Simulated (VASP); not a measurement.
Here is a VASP 6.6.1 calculation.

File INCAR:

```
PREC = Accurate
ENCUT = 520
EDIFF = 1E-6
ISMEAR = 0
SIGMA = 0.05
LREAL = False
LASPH = True
NELM = 80
ALGO = Normal
ISIF = 2
LWAVE = False
LCHARG = False
GGA = PE
NBANDS = 28
```

File KPOINTS:

```
regular mesh
0
Gamma
  8 8 8
```

Contents of POSCAR:

```
SrTiO3
1.0
    3.9364094381      0.0000000000      0.0000000000
    0.0000000000      3.9364094381      0.0000000000
    0.0000000000      0.0000000000      3.9364094381
Sr Ti O
1 1 3
Direct
   -0.0572186129      0.0000000000      0.0000000000
    0.5860708125      0.5000000000      0.5000000000
    0.0059005411      0.5000000000      0.5000000000
    0.5249747023      0.0000000000      0.5000000000
    0.5249747023      0.5000000000      0.0000000000
```

Potentials or basis: VASP PAW PBE potentials, release 64 (Sr_sv, Ti_sv, O).

Command:

```bash
$ cat potpaw_PBE.64/Sr_sv/POTCAR potpaw_PBE.64/Ti_sv/POTCAR potpaw_PBE.64/O/POTCAR > POTCAR
$ mpirun -np 1 vasp_std > vasp.out
```

(1) Predict the largest force.

(2) Predict the pressure.

(3) Predict the band gap on the k mesh.

## Answers

(1) 5.645 eV/Å.

(2) 12.0 GPa.

(3) 1.94 eV, indirect (least direct gap 2.53 eV).

Caveat: the cell differs from its parent crystal (mode 1 frozen in at -0.077 Å and mode 7 at -0.288 Å (largest displacements)); forces of over 1 eV/Å act on the atoms, so gaps and moduli don't describe the material at rest.
